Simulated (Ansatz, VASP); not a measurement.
**Mo in VASP and in Ansatz**

INCAR

```
PREC     = Accurate       # precision mode
ENCUT    = 520            # plane-wave cutoff, eV
EDIFF    = 1E-6           # SCF threshold, eV
ISMEAR   = -1             # smearing method
SIGMA    = 0.1            # smearing width, eV
LREAL    = False          # projectors in reciprocal space
LASPH    = True           # aspherical terms in the spheres
NELM     = 80             # most SCF steps
ALGO     = Normal         # electronic algorithm
ISIF     = 2              # what is computed and relaxed
LWAVE    = False          # write WAVECAR
LCHARG   = True           # write CHGCAR
GGA      = PE             # functional
LELF     = True           # ELF
LVHAR    = True         
NBANDS   = 13             # bands
```

The input KPOINTS:

```
Automatic mesh
0
Gamma
  7 7 7
```

File POSCAR:

```
Mo
1.0
   -1.5813793950      1.5813793950      1.5813793950
    1.5813793950     -1.5813793950      1.5813793950
    1.5813793950      1.5813793950     -1.5813793950
Mo
1
Direct
    0.0000000000      0.0000000000      0.0000000000
```

Input for Ansatz:

```yaml
crystal:
  lattice:
    - [-1.581379395, 1.581379395, 1.581379395]
    - [1.581379395, -1.581379395, 1.581379395]
    - [1.581379395, 1.581379395, -1.581379395]
  atoms:
    - { symbol: Mo, position: [0.0, 0.0, 0.0] }
hamiltonian:
  xc: pbe
  pseudopotentials:
    kind: paw
    azcp:
      Mo: "pseudopotentials/Mo.paw.azcp"
basis:
  ecutwfc: 420
  fft_grid_basis: typed
kpoints:
  mp_grid: { grid: [7, 7, 7], shift: [0, 0, 0] }
magnetization:
  spin_polarized: false
scf:
  occupations: { method: fermi_dirac, width: 0.1 }
  lower_state_search: "off"
output:
  stress: true
  write_density: true
  write_potential: true
  elf: true
  volumetric_format: npy
```

Alike in both runs: task single point; functional PBE; k mesh 7 × 7 × 7; occupations fermi-dirac, width 0.1 eV; no spin polarisation.

|  | VASP | Ansatz |
| --- | --- | --- |
| version | VASP 6.6.1 | Ansatz 0.2.0 |
| potentials or method | VASP PAW PBE potentials, release 64 (Mo_sv), cutoff 520 eV | plane waves (420 eV) with PAW, scalar-relativistic |
| valence electrons in the cell | 14 | 14 |

|  | VASP | Ansatz | Ansatz less VASP |
| --- | --- | --- | --- |
| pressure (GPa) | 0.6 | 0.1 | -0.51 |

The k mesh is coarse, so the values compare programs but aren't converged.
